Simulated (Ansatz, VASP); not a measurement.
**One calculation of ZnO, two programs**

```xyz
2
Lattice="0.0000 2.1338 2.1338 2.1338 0.0000 2.1338 2.1338 2.1338 0.0000" Properties=species:S:1:pos:R:3 pbc="T T T"
Zn    0.0000    0.0000    0.0000
O     2.1338    2.1338    2.1338
```

Alike in both runs: functional r2SCAN; k mesh 12 × 12 × 12; occupations gaussian, width 0.02 eV; no spin polarisation.

Ansatz relaxed the structure, and its values are those at the end. VASP's run is a single point on that final structure, the one shown.

|  | VASP | Ansatz |
| --- | --- | --- |
| version | VASP 6.6.1 | Ansatz 0.2.0 |
| potentials or method | VASP PAW PBE potentials, release 64 (Zn, O), cutoff 520 eV | scalar-relativistic, plane waves, PAW |
| valence electrons in the cell | 18 | 18 |

VASP gave:

- gap on the k mesh at the Fermi level (eV): 1.55
- least direct gap on the mesh (eV): 2.98
- pressure (GPa): 1.5

Estimate Ansatz's values.

gap on the k mesh at the Fermi level (eV): 1.57; least direct gap on the mesh (eV): 3.01; pressure (GPa): 0.0.

VASP's potentials were made for PBE, not for r2SCAN.
